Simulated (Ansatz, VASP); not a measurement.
## One calculation of Ga, two programs

```
Ga
1.0
     2.71648    0.00000    0.00000
     0.00000    2.71648    0.00000
     0.00000    0.00000    2.71648
Ga
1
Direct
  0.00000 0.00000 0.00000
```

Alike in both runs: functional PBE-based screened hybrid; k mesh 5 × 5 × 5; occupations fermi-dirac, width 0.05 eV; no spin polarisation.

|  | VASP | Ansatz |
| --- | --- | --- |
| version | VASP 6.6.1 | Ansatz 0.2.0 |
| potentials or method | VASP PAW PBE potentials, release 64 (Ga_d) | Ansatz PAW |
| plane-wave cutoff (eV) | 520 | 420 |
| valence electrons in the cell | 13 | 13 |
| task | single point | band structure |

```csv
,VASP,Ansatz,Ansatz less VASP
gap on the k mesh at the Fermi level (eV),none,none,-
pressure (GPa),-1.1,-1.3,-0.18
```

VASP's potentials were made for PBE, not for PBE-based screened hybrid. A gap of «none» marks a metal or a gap that the smearing closes. With one functional, cell and mesh, what is left measures potentials, basis and numerics.

The k mesh is coarse, so the values compare programs but aren't converged.
